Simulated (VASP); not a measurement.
# Al: single point with PBE+D3(BJ)

The system is Al.

```
CELL_PARAMETERS angstrom
2.73875 0.00000 0.00000
-1.36937 2.37182 0.00000
0.00000 0.00000 9.13756
ATOMIC_POSITIONS crystal
Al 0.00000 0.00000 0.00000
Al 0.33333 0.66667 0.25000
Al 0.00000 0.00000 0.50000
Al 0.66667 0.33333 0.75000
```

This isn't the form of Al at room conditions, which is fcc.

| Item | Value |
| --- | --- |
| Program | VASP 6.6.1 |
| Task | single point |
| Functional | PBE |
| Dispersion | D3(BJ) |
| Potentials or basis | VASP PAW PBE potentials, release 64 (Al) |
| Cutoff | 520 eV |
| k mesh | 18 × 18 × 6 |
| Occupations | gaussian, width 0.15 eV |
| Spin | no spin polarisation |
| Dipole correction | no |
| Further INCAR settings | ALGO = Fast; EDIFF = 1e-06; NBANDS = 14 |

```
Pressure                   : 6.6 GPa
Band gap on the k mesh     : zero (bands 6 and 7 overlap by 5.40 eV)
Dispersion energy per atom : -0.376 eV
```

Stress tensor (GPa, compression positive):
```
7.44 0.00 0.00
0.00 7.44 0.00
0.00 0.00 4.84
```

Levels at points of the mesh, in eV from the Fermi level:
```tsv
k point	band 4	band 5	band 6	band 7	band 8	band 9
(0.00, 0.00, 0.00)	-5.13	-4.79	3.25	3.26	11.87	11.87
(0.50, 0.00, 0.00)	-4.17	-3.36	-3.36	0.79	1.17	1.36
(0.00, 0.00, 0.50)	-7.95	-1.20	-1.20	8.31	8.31	12.13
(0.50, 0.00, 0.50)	-5.01	-1.96	-1.96	-1.25	-1.25	4.73
```

Wall time 39 s on 1 thread of Intel(R) Xeon(R) 6975P-C (Granite Rapids), with other jobs on the host, peak memory 0.22 GiB.

Caveat: the cell stands under pressure.
